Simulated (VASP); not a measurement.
Here is a VASP 6.6.1 calculation.

File INCAR:

```
SYSTEM = CsH
PREC = Accurate
ENCUT = 520
EDIFF = 1E-6
ISMEAR = 0
SIGMA = 0.05
LREAL = .FALSE.
LASPH = .TRUE.
NELM = 100
ALGO = Normal
ISIF = 2
LWAVE = .FALSE.
LCHARG = .FALSE.
NBANDS = 12
```

KPOINTS

```
Automatic mesh
0
G
  8 8 8
  0 0 0
```

The input POSCAR:

```
CsH
1.0
    0.0000000000      2.9329600000      3.0604800000
    2.9329600000      0.0000000000      3.0604800000
    2.9329600000      2.9329600000      0.0000000000
Cs H
1 1
Direct
    0.0000000000      0.0000000000      0.0000000000
    0.5000000000      0.5000000000      0.5000000000
```

Potentials or basis: VASP PAW LDA potentials, release 64 (Cs_sv, H).

Run with:

```bash
$ cat potpaw_LDA.64/Cs_sv/POTCAR potpaw_LDA.64/H/POTCAR > POTCAR
$ mpirun -np 1 vasp_std > vasp.out
```

(1) Estimate the pressure.

(2) What does it give for the band gap on the k mesh?

Answers

(1) 1.2 GPa.

(2) 1.56 eV, direct.

Caveat: the cell differs from its parent crystal (strain -0.080 along x and y, -0.040 along z); spin-orbit coupling is left out, which moves the levels of the heavy elements.
